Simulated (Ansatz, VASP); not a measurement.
# O: VASP beside Ansatz

```
O
1.0
    10.00000    0.00000    0.00000
     0.00000   10.50000    0.00000
     0.00000    0.00000   11.00000
O
2
Direct
  0.50000 0.50000 0.44459
  0.50000 0.50000 0.55541
```

Alike in both runs: functional PBE; dispersion D3(BJ); k mesh 1 × 1 × 1; occupations gaussian, width 0.01 eV; collinear spin.

Ansatz relaxed the structure, and its values are those at the end. VASP's run is a single point on that final structure, the one shown.

```csv
,VASP,Ansatz
version,VASP 6.6.1,Ansatz 0.2.0
potentials or method,"VASP PAW PBE potentials, release 64 (O_h), cutoff 910 eV","scalar-relativistic, plane waves, PAW"
valence electrons in the cell,12,12
```

```tsv
	VASP	Ansatz	Ansatz less VASP
gap on the k mesh at the Fermi level (eV)	2.32	2.28	-0.032
rms of the force components (eV/Å)	0.005	0.002	-0.0038
net moment per atom (μB)	1.00	1.00	0.000
size of the moment on the site where the two differ most (μB)	0.62	0.56	-0.058
```

Site moments also hang on the region over which each program counts them. Ansatz's warnings: stress scf threshold loose, xc potential rough in thin density.

Noted on VASP's run: the cutoff is short for stress, so the pressure is rough.
